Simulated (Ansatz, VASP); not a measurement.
SnO: VASP beside Ansatz

The input INCAR:

```
PREC = Accurate
ENCUT = 520
EDIFF = 1E-6
ISMEAR = 0
SIGMA = 0.05
LREAL = F
LASPH = T
NELM = 60
ALGO = Normal
ISIF = 2
LWAVE = F
LCHARG = T
GGA = PS
LELF = T
LVHAR = T
NBANDS = 28
```

The input KPOINTS:

```
regular mesh
0
Gamma
  8 6 8
```

The input POSCAR:

```
SnO
1.0
    3.3156061815      0.0000000000      0.0000000000
    0.0000000000      5.7049851891      0.0000000000
    0.0000000000      0.0000000000      3.8941648049
Sn O
2 2
Direct
   -0.0014497603      0.2689337849      0.5502036544
    0.4453974268      0.7453080575      0.0339802723
   -0.0042584529      0.9065023943      0.7057186331
    0.5603107864      0.0792557633      0.2100994402
```

Input for Ansatz:

```yaml
crystal:
  lattice:
    - [3.3156061815, 0.0, 0.0]
    - [0.0, 5.7049851891, 0.0]
    - [0.0, 0.0, 3.8941648049]
  atoms:
    - { symbol: Sn, position: [-0.0014497603, 0.2689337849, 0.5502036544] }
    - { symbol: Sn, position: [0.4453974268, 0.7453080575, 0.0339802723] }
    - { symbol: O, position: [-0.0042584529, 0.9065023943, 0.7057186331] }
    - { symbol: O, position: [0.5603107864, 0.0792557633, 0.2100994402] }
basis:
  ecutwfc: 420
kpoints:
  mp_grid: { grid: [8, 6, 8] }
hamiltonian:
  xc: pbesol
scf:
  occupations: { method: gaussian, width: 0.05 }
output:
  forces: true
  stress: true
  eigenvalues: true
```

Change from the starting cell: all atoms moved at random (sigma 0.15 Å a component).

Alike in both runs: task single point; functional PBEsol; k mesh 8 × 6 × 8; occupations gaussian, width 0.05 eV; no spin polarisation.

|  | VASP | Ansatz |
| --- | --- | --- |
| version | VASP 6.6.1 | Ansatz 0.2.0 |
| potentials or method | VASP PAW PBE potentials, release 64 (Sn_d, O), cutoff 520 eV | scalar-relativistic, plane waves, PAW |
| valence electrons in the cell | 40 | 40 |

```tsv
	VASP	Ansatz	Ansatz less VASP
gap on the k mesh at the Fermi level (eV)	0.55	0.55	+0.004
least direct gap on the mesh (eV)	1.18	1.19	+0.003
pressure (GPa)	-7.3	-7.4	-0.10
traceless stress, the component that is largest in VASP (GPa)	-3.62	-3.81	-0.189
rms of the force components (eV/Å)	1.351	1.365	+0.0140
```

VASP's potentials were made for PBE, not for PBEsol. Atom by atom the forces differ by 0.028 eV/Å (rms over components).
